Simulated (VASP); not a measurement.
# Te2O (P4/nmm) in VASP: further runs

Runs on Te2O. Level: PBE. Tasks: single point, relaxation of cell and atoms.

Everything below comes from runs of VASP 6.6.1. Logs are shortened: lines on timing, memory, paths and dates and some standing lists are left out, and cuts for length are marked.

**1. The cell of the first run**

The structure is tetragonal, space group P4/nmm (No. 129). Conventional cell: a = 6.029 Å, b = 6.029 Å, c = 4.423 Å, α = 90.00°, β = 90.00°, γ = 90.00°. Te (site symmetry -4m2) has 10 Te at 3.10 to 4.42 Å and 8 O at 3.54 to 3.96 Å within 4.5 Å. Te (site symmetry 4mm) has 2 O at 1.86 to 2.56 Å within 2.6 Å. O (site symmetry 4mm) has 2 Te at 1.86 to 2.56 Å within 2.6 Å.

**2. Single point, PBE**

INCAR

```
PREC = Accurate
ENCUT = 520
EDIFF = 1E-6
ISMEAR = 0
SIGMA = 0.1
LREAL = F
LASPH = T
NELM = 80
ALGO = Normal
ISIF = 2
LWAVE = F
LCHARG = T
GGA = PE
LELF = T
LVHAR = T
NBANDS = 27
```

KPOINTS

```
regular mesh
0
Gamma
  6 6 8
```

POSCAR

```
Te2O
1.0
    6.0293541539      0.0000000000      0.0000000000
    0.0000000000      6.0293541539      0.0000000000
    0.0000000000      0.0000000000      4.4227903809
Te O
4 2
Direct
    0.0000000000      0.0000000000      0.0000000000
    0.5000000000      0.5000000000      0.0000000000
    0.0000000000      0.5000000000      0.1590130697
    0.5000000000      0.0000000000      0.8409869303
    0.0000000000      0.5000000000      0.5792887886
    0.5000000000      0.0000000000      0.4207112114
```

Potentials or basis: VASP PAW PBE potentials, release 64 (Te, O).

Command:

```bash
cat potpaw_PBE.64/Te/POTCAR potpaw_PBE.64/O/POTCAR > POTCAR
mpirun -np 1 vasp_std > vasp.out
```

OUTCAR:

```text
PREC = Accurate
   ENCUT = 520
   EDIFF = 1E-6
   ISMEAR = 0
   LREAL = F
   LASPH = T
   NELM = 80
   ISIF = 2
   GGA = PE

 ion  position               nearest neighbor table
   1  0.000  0.000  0.000-   3 3.10   4 3.10   3 3.10   4 3.10
   2  0.500  0.500  0.000-   3 3.10   4 3.10   4 3.10   3 3.10
   3  0.000  0.500  0.159-   5 1.86   5 2.56   1 3.10   2 3.10   1 3.10   2 3.10
   4  0.500  0.000  0.841-   6 1.86   6 2.56   2 3.10   1 3.10   2 3.10   1 3.10
   5  0.000  0.500  0.579-   3 1.86   3 2.56
   6  0.500  0.000  0.421-   4 1.86   4 2.56

  LATTYP: Found a simple tetragonal cell.
 ALAT       =     6.0293541539
 C/A-ratio  =     0.7335429746

  Lattice vectors:

 A1 = (   6.0293541539,   0.0000000000,   0.0000000000)
 A2 = (   0.0000000000,   6.0293541539,   0.0000000000)
 A3 = (   0.0000000000,   0.0000000000,   4.4227903809)

Analysis of symmetry for initial positions (statically):
=====================================================================
 Subroutine PRICEL returns:
 Original cell was already a primitive cell.

 Routine SETGRP: Setting up the symmetry group for a
 simple tetragonal supercell.

 Subroutine GETGRP returns: Found 16 space group operations
 (whereof  8 operations were pure point group operations)
 out of a pool of 16 trial point group operations.

The static configuration has the point symmetry D_2d.
 The point group associated with its full space group is D_4h.

Analysis of symmetry for dynamics (positions and initial velocities):
=====================================================================
 Subroutine PRICEL returns:
 Original cell was already a primitive cell.

 Routine SETGRP: Setting up the symmetry group for a
 simple tetragonal supercell.

 Subroutine GETGRP returns: Found 16 space group operations
 (whereof  8 operations were pure point group operations)
 out of a pool of 16 trial point group operations.

The dynamic configuration has the point symmetry D_2d.
 The point group associated with its full space group is D_4h.

 Subroutine INISYM returns: Found 16 space group operations
 (whereof  8 operations are pure point group operations),
 and found     1 'primitive' translations

----------------------------------------------------------------------------------------

                                     Primitive cell

  volume of cell :     160.7822

  direct lattice vectors                    reciprocal lattice vectors
     6.029354154  0.000000000  0.000000000     0.165855243  0.000000000  0.000000000
     0.000000000  6.029354154  0.000000000     0.000000000  0.165855243  0.000000000
     0.000000000  0.000000000  4.422790381     0.000000000  0.000000000  0.226101604

  length of vectors
     6.029354154  6.029354154  4.422790381     0.165855243  0.165855243  0.226101604

  position of ions in fractional coordinates (direct lattice)
     0.000000000  0.000000000  0.000000000
     0.500000000  0.500000000  0.000000000
     0.000000000  0.500000000  0.159013070
     0.500000000  0.000000000  0.840986930
     0.000000000  0.500000000  0.579288789
     0.500000000  0.000000000  0.420711211

  ion indices of the primitive-cell ions
   primitive index   ion index
                 1           1
                 2           2
                 3           3
                 4           4
                 5           5
                 6           6

----------------------------------------------------------------------------------------

 KPOINTS: regular mesh

Automatic generation of k-mesh.
 Grid dimensions read from file:
 generate k-points for:    6    6    8

 Generating k-lattice:

  Cartesian coordinates                     Fractional coordinates (reciprocal lattice)
     0.027642541  0.000000000  0.000000000     0.166666667  0.000000000  0.000000000
     0.000000000  0.027642541  0.000000000     0.000000000  0.166666667  0.000000000
     0.000000000  0.000000000  0.028262701     0.000000000  0.000000000  0.125000000

  Length of vectors
     0.027642541  0.027642541  0.028262701

  Shift w.r.t. Gamma in fractional coordinates (k-lattice)
     0.000000000  0.000000000  0.000000000

 Subroutine IBZKPT returns following result:
 ===========================================

 Found     50 irreducible k-points:

 Following reciprocal coordinates:
            Coordinates               Weight
  0.000000  0.000000  0.000000      1.000000
  0.166667  0.000000  0.000000      4.000000
  0.333333  0.000000  0.000000      4.000000
  0.500000  0.000000  0.000000      2.000000
  0.166667  0.166667  0.000000      4.000000
  0.333333  0.166667  0.000000      8.000000
[... 16 lines left out ...]
  0.333333  0.000000  0.250000      8.000000
  0.500000  0.000000  0.250000      4.000000
 [... further k-points ...]
   k-points           NKPTS =     50   k-points in BZ     NKDIM =     50   number of bands    NBANDS=     27
   number of dos      NEDOS =    301   number of ions     NIONS =      6
   total plane-waves  NPLWV =  82944
   dimension x,y,z NGX =    48 NGY =   48 NGZ =   36
   dimension x,y,z NGXF=    96 NGYF=   96 NGZF=   72
   ions per type =               4   2
   NGX,Y,Z   is equivalent  to a cutoff of  13.23, 13.23, 13.53 a.u.
   NGXF,Y,Z  is equivalent  to a cutoff of  26.47, 26.47, 27.06 a.u.
 SYSTEM =  unknown system
   PREC   = accura    normal or accurate (medium, high low for compatibility)
   ISTART =      0    job   : 0-new  1-cont  2-samecut
   ICHARG =      2    charge: 1-file 2-atom 10-const
   ISPIN  =      1    spin polarized calculation?
   LNONCOLLINEAR =      F non collinear calculations
   LSORBIT =      F    spin-orbit coupling
   LASPH  =      T    aspherical Exc in radial PAW
   ENCUT  =  520.0 eV  38.22 Ry    6.18 a.u.  11.21 11.21  8.22*2*pi/ulx,y,z
   NELM   =     80;   NELMIN=  2; NELMDL= -5     # of ELM steps
   EDIFF  = 0.1E-05   stopping-criterion for ELM
   LREAL  =      F    real-space projection
   EDIFFG = 0.1E-04   stopping-criterion for IOM
   NSW    =      0    number of steps for IOM
   IBRION =     -1    ionic relax: 0-MD 1-quasi-New 2-CG
   NFREE  =      0    steps in history (QN), initial steepest desc. (CG)
   ISIF   =      2    stress and relaxation
   ISYM   =      2    0-nonsym 1-usesym 2-fastsym
   POTIM  = 0.5000    time-step for ionic-motion
   TEBEG  =    0.0;   TEEND  =   0.0 temperature during run
   PSTRESS=    0.0 pullay stress
   NELECT =      36.0000    total number of electrons
   NUPDOWN=      -1.0000    fix difference up-down
   EMIN   =  10.00;   EMAX   =-10.00  energy-range for DOS
   EFERMI =   0.00;   METHOD = LEGACY
   ISMEAR =     0;   SIGMA  =   0.10  broadening in eV -4-tet -1-fermi 0-gaus
   EFERMI_NEDOS =   21; number of points for ismear=-14 and -15
   IALGO  =     38    algorithm
   IMIX   =      4    mixing-type and parameters
     AMIX     =   0.40;   BMIX     =  1.00
     AMIX_MAG =   1.60;   BMIX_MAG =  1.00
  volume/ion in A,a.u.               =      26.80       180.84
  Fermi-wavevector in a.u.,A,eV,Ry     =   0.994099  1.878575 13.445727  0.988233
  Thomas-Fermi vector in A             =   2.126027
   LORBIT       =      0    0 simple, 1 ext, 2 COOP (PROOUT), +10 PAW based schemes
   GGA     = PE    functional components
   LHFCALC =     F    Hartree Fock is set to
   AEXX    =    0.0000 exact exchange contribution
   IVDW    =     0    specifies the selected vdW correction
   LEPSILON=     F    determine dielectric tensor
   LRPA    =     F    only Hartree local field effects (RPA)
 non-spin polarized calculation
 Gauss-broadening in eV      SIGMA  =   0.10
  energy-cutoff  :      520.00
  volume of cell :      160.78
 maximum number of plane-waves:      4352
 NGX is ok and might be reduce to    48
   NGX = 23   NGY = 23   NGZ = 17

 number of electron      36.0000004 magnetization

 Free energy of the ion-electron system (eV)
  ---------------------------------------------------
  ext. energy  EPLUGINS =         0.00000000
  ---------------------------------------------------
  free energy    TOTEN  =       -23.75770303 eV

  energy without entropy =      -23.75255081  energy(sigma->0) =      -23.75512692

 E-fermi :   4.3157     XC(G=0):  -8.8937

 val. band max:        4.3100505744   @ k =   0.1667   0.0000   0.0000
 cond. band min:       4.3229806168   @ k =   0.5000   0.5000   0.5000
 fundamental gap:      0.0129300424
 Fermi energy:         4.3156635563

 k-point     1 :       0.0000    0.0000    0.0000
  band No.  band energies     occupation
      1     -13.9994      2.00000
      2     -13.9225      2.00000
      3      -7.5481      2.00000
      4      -5.7900      2.00000
      5      -5.4074      2.00000
      6      -3.6399      2.00000
[... 19 lines left out ...]
     26      11.2311      0.00000
     27      12.0225      0.00000

 k-point     2 :       0.1667    0.0000    0.0000
  band No.  band energies     occupation
      1     -13.9934      2.00000
      2     -13.9267      2.00000
      3      -7.4689      2.00000
      4      -5.9328      2.00000
      5      -5.4062      2.00000
      6      -3.8510      2.00000
[... 19 lines left out ...]
     26      11.1840      0.00000
     27      11.4006      0.00000

 k-point     3 :       0.3333    0.0000    0.0000
  band No.  band energies     occupation
      1     -13.9775      2.00000
      2     -13.9389      2.00000
      3      -7.2331      2.00000
      4      -6.3712      2.00000
      5      -5.2057      2.00000
      6      -4.3253      2.00000
[... 19 lines left out ...]
     26      11.0345      0.00000
     27      11.1720      0.00000

 k-point     4 :       0.5000    0.0000    0.0000
  band No.  band energies     occupation
      1     -13.9572      2.00000
      2     -13.9572      2.00000
      3      -6.8523      2.00000
      4      -6.8523      2.00000
      5      -4.8209      2.00000
      6      -4.8209      2.00000
[... 19 lines left out ...]
     26      10.6653      0.00000
     27      11.0712      0.00000

 k-point     5 :       0.1667    0.1667    0.0000
  band No.  band energies     occupation
      1     -13.9880      2.00000
      2     -13.9303      2.00000
      3      -7.3899      2.00000
      4      -5.9714      2.00000
      5      -5.5087      2.00000
      6      -4.0662      2.00000
[... 19 lines left out ...]
     26      11.0314      0.00000
     27      11.4108      0.00000

 k-point     6 :       0.3333    0.1667    0.0000
  band No.  band energies     occupation
      1     -13.9739      2.00000
      2     -13.9405      2.00000
      3      -7.1554      2.00000
      4      -6.3150      2.00000
      5      -5.4027      2.00000
      6      -4.5434      2.00000
[... 444 lines left out ...]
      1     -13.9139      2.00000
      2     -13.8565      2.00000
      3      -7.9762      2.00000
      4      -6.2826      2.00000
      5      -5.7170      2.00000
      6      -4.0626      2.00000
[... 19 lines left out ...]
     26      11.7217      0.00000
     27      11.7217      0.00000

 k-point    22 :       0.1667    0.0000    0.2500
  band No.  band energies     occupation
      1     -13.9094      2.00000
      2     -13.8597      2.00000
      3      -7.8898      2.00000
      4      -6.3696      2.00000
      5      -5.7647      2.00000
      6      -4.2737      2.00000
[... 19 lines left out ...]
     26      11.2878      0.00000
     27      11.7773      0.00000

 k-point    23 :       0.3333    0.0000    0.2500
  band No.  band energies     occupation
      1     -13.8976      2.00000
      2     -13.8688      2.00000
      3      -7.6354      2.00000
      4      -6.7504      2.00000
      5      -5.6186      2.00000
      6      -4.7465      2.00000
[... 19 lines left out ...]
     26      11.4088      0.00000
     27      11.7659      0.00000

 k-point    24 :       0.5000    0.0000    0.2500
  band No.  band energies     occupation
      1     -13.8826      2.00000
      2     -13.8826      2.00000
      3      -7.2342      2.00000
      4      -7.2342      2.00000
      5      -5.2421      2.00000
      6      -5.2421      2.00000
[... 19 lines left out ...]
     26      10.7723      0.00000
     27      11.9198      0.00000

 [... further k-points ...]

------------------------ aborting loop because EDIFF is reached ----------------------------------------

  FORCE on cell =-STRESS in cart. coord.  units (eV):
  Direction    XX          YY          ZZ          XY          YZ          ZX
  --------------------------------------------------------------------------------------
  -------------------------------------------------------------------------------------
  Total       -0.0997398     -0.0997398      0.2003454      0.0000000      0.0000000      0.0000000
  in kB       -0.9938967     -0.9938967      1.9964209      0.0000000      0.0000000      0.0000000
  external PRESSURE =       0.0028758 kB  Pullay stress =       0.0000000 kB

 VOLUME and BASIS-vectors are now :
 -----------------------------------------------------------------------------
  energy-cutoff  :      520.00
  volume of cell :      160.78
      direct lattice vectors                 reciprocal lattice vectors
     6.029354154  0.000000000  0.000000000     0.165855243  0.000000000  0.000000000
     0.000000000  6.029354154  0.000000000     0.000000000  0.165855243  0.000000000
     0.000000000  0.000000000  4.422790381     0.000000000  0.000000000  0.226101604

 POSITION                                       TOTAL-FORCE (eV/Angst)
 -----------------------------------------------------------------------------------
      0.00000      0.00000      0.00000         0.000000     -0.000000      0.000000
      3.01468      3.01468      0.00000        -0.000000      0.000000      0.000000
      0.00000      3.01468      0.70328         0.000000     -0.000000     -0.151361
      3.01468      0.00000      3.71951         0.000000     -0.000000      0.151361
      0.00000      3.01468      2.56207         0.000000      0.000000      0.147654
      3.01468      0.00000      1.86072        -0.000000     -0.000000     -0.147654
 -----------------------------------------------------------------------------------
    total drift:                                0.000000      0.000000     -0.000000

  FREE ENERGIE OF THE ION-ELECTRON SYSTEM (eV)
  ---------------------------------------------------
  free  energy   TOTEN  =       -23.7577030330 eV

  energy  without entropy=      -23.7525508101  energy(sigma->0) =      -23.75512692
```

It took 1.7 min on 1 thread of Intel Xeon 6975P-C (Granite Rapids), shared host; peak memory 0.37 GiB.

What came out:

```
Free energy            : -23.7577 eV
Pressure               : 0.0 GPa
Largest force          : 0.151 eV/Å
Band gap on the k mesh : zero (bands 18 and 19 overlap by 0.14 eV)
```

Forces on the atoms (eV/Å):
```
Te   0.000  0.000  0.000
Te   0.000  0.000  0.000
Te   0.000  0.000 -0.151
Te   0.000  0.000  0.151
O    0.000  0.000  0.148
O    0.000  0.000 -0.148
```

Caveat: spin-orbit coupling is left out, which moves the levels of the heavy elements.

**3. Relaxation of cell and atoms, PBE**

INCAR

```
  PREC = Accurate
  ENCUT = 600
  EDIFF = 1E-6
  ISMEAR = 0
  SIGMA = 0.1
  LREAL = False
  LASPH = True
  NELM = 80
  ALGO = Normal
  ISIF = 3
  LWAVE = False
  LCHARG = False
  GGA = PE
  IBRION = 2
  NSW = 100
  EDIFFG = -0.01
```

KPOINTS

```
Automatic mesh
0
Gamma
  6 6 8
```

POSCAR

```
Te2O
1.0
    6.0292950153      0.0000000000      0.0000000000
    0.0000000000      6.0292950153      0.0000000000
    0.0000000000      0.0000000000      4.4268307151
Te O
4 2
Direct
    0.0000000000      0.0000000000      0.0000000000
    0.5000000000      0.5000000000      0.0000000000
    0.0000000000      0.5000000000      0.1618392858
    0.5000000000      0.0000000000      0.8381607142
    0.0000000000      0.5000000000      0.5818243460
    0.5000000000      0.0000000000      0.4181756540
```

Potentials or basis: VASP PAW PBE potentials, release 64 (Te, O).

Command:

```bash
cat potpaw_PBE.64/Te/POTCAR potpaw_PBE.64/O/POTCAR > POTCAR
mpirun -np 1 vasp_std > vasp.out
```

It took 18 min on 1 thread of Intel Xeon 6975P-C (Granite Rapids), shared host; peak memory 0.42 GiB.

The run converged. Its results:

| Quantity | Value |
| --- | --- |
| Free energy | -23.7664 eV |
| Relaxed volume | 26.45 Å³/atom |
| Relaxed cell | a = 6.038 Å, b = 6.038 Å, c = 4.354 Å, α = 90.00°, β = 90.00°, γ = 90.00° |
| Space group after relaxing (to 0.1 Å) | P4/nmm (No. 129) |
| Energy gained by relaxing | 0.8 meV/atom |
| Ionic steps | 29 |
| Pressure after relaxing | 0.0 GPa |
| Largest force after relaxing | 0.007 eV/Å |
| Band gap on the k mesh | zero (bands 18 and 19 overlap by 0.22 eV) |

Forces on the atoms (eV/Å):
```
Te   0.000  0.000  0.000
Te   0.000  0.000  0.000
Te   0.000  0.000 -0.007
Te   0.000  0.000  0.007
O    0.000  0.000 -0.003
O    0.000  0.000  0.003
```

Step by step:
| step | energy change (eV) | largest force (eV/Å) | pressure (GPa) | volume (Å³) |
| --- | --- | --- | --- | --- |
| 1 | 0.0000 | 0.1475 | -0.08 | 160.93 |
| 2 | 0.0011 | 0.1972 | -0.47 | 160.60 |
| 3 | -0.0008 | 0.0129 | -0.23 | 160.80 |
| 4 | -0.0021 | 0.0310 | -0.01 | 159.89 |
| 5 | -0.0023 | 0.0411 | 0.07 | 159.43 |
| 6 | -0.0020 | 0.0604 | 0.33 | 158.52 |
| 7 | -0.0023 | 0.0466 | 0.16 | 159.17 |
| 8 | -0.0033 | 0.0055 | 0.10 | 158.93 |
| 9 | -0.0042 | 0.0848 | -0.02 | 158.38 |
| 10 | -0.0046 | 0.0197 | 0.08 | 158.21 |
| 11 | -0.0047 | 0.0107 | 0.11 | 158.18 |
| 12 | -0.0047 | 0.0129 | 0.08 | 158.29 |
| 13 | -0.0048 | 0.0263 | -0.01 | 158.62 |
| 14 | -0.0048 | 0.0154 | -0.01 | 158.65 |
| 15 | -0.0048 | 0.0136 | -0.03 | 158.64 |
| 16 | -0.0048 | 0.0167 | -0.02 | 158.61 |
| 17 | -0.0049 | 0.0362 | 0.05 | 158.52 |
| 18 | -0.0049 | 0.0344 | 0.06 | 158.51 |
| 19 | -0.0049 | 0.0296 | 0.05 | 158.50 |
| 20 | -0.0049 | 0.0194 | 0.06 | 158.47 |
| 21 | -0.0049 | 0.0092 | 0.06 | 158.42 |
| 22 | -0.0050 | 0.0063 | 0.06 | 158.44 |
| 23 | -0.0050 | 0.0077 | 0.06 | 158.47 |
| 24 | -0.0050 | 0.0168 | 0.02 | 158.57 |
| 25 | -0.0050 | 0.0359 | -0.05 | 158.76 |
| 26 | -0.0050 | 0.0253 | -0.03 | 158.65 |
| 27 | -0.0050 | 0.0220 | -0.02 | 158.62 |
| 28 | -0.0050 | 0.0177 | 0.00 | 158.65 |
| 29 | -0.0050 | 0.0075 | 0.00 | 158.73 |

Final structure:
```cif
data_structure
_symmetry_space_group_name_H-M 'P 1'
_symmetry_Int_Tables_number 1
_cell_length_a 6.0378
_cell_length_b 6.0378
_cell_length_c 4.3541
_cell_angle_alpha 90.000
_cell_angle_beta 90.000
_cell_angle_gamma 90.000
_cell_volume 158.73
loop_
_atom_site_label
_atom_site_type_symbol
_atom_site_fract_x
_atom_site_fract_y
_atom_site_fract_z
_atom_site_occupancy
Te1 Te 0.00000 0.00000 0.00000 1
Te2 Te 0.50000 0.50000 0.00000 1
Te3 Te 0.00000 0.50000 0.15438 1
Te4 Te 0.50000 0.00000 0.84562 1
O1 O 0.00000 0.50000 0.58425 1
O2 O 0.50000 0.00000 0.41576 1
```

Levels at points of the mesh, in eV from the Fermi level:
```csv
k point,band 15,band 16,band 17,band 18,band 19,band 20,band 21,band 22
"(0.00, 0.00, 0.00)",-1.04,-1.04,-0.06,0.13,2.56,2.56,3.47,4.15
"(0.50, 0.00, 0.00)",-1.01,-1.01,-0.21,-0.21,1.40,1.40,3.19,3.19
"(0.50, 0.50, 0.00)",-0.97,-0.97,-0.57,-0.57,0.57,0.57,1.50,1.50
"(0.00, 0.00, 0.50)",-2.33,-1.73,-1.63,-1.38,2.73,2.74,2.74,3.52
"(0.50, 0.00, 0.50)",-1.30,-1.30,-0.63,-0.63,0.61,0.61,2.59,2.59
"(0.50, 0.50, 0.50)",-0.78,-0.78,-0.42,-0.42,-0.09,-0.09,0.14,0.14
```

Caveat: the highest band is partly filled, so the run has too few bands; spin-orbit coupling is left out, which moves the levels of the heavy elements.

The gap in the log of VASP goes by the Fermi energy; the results here count the filled bands.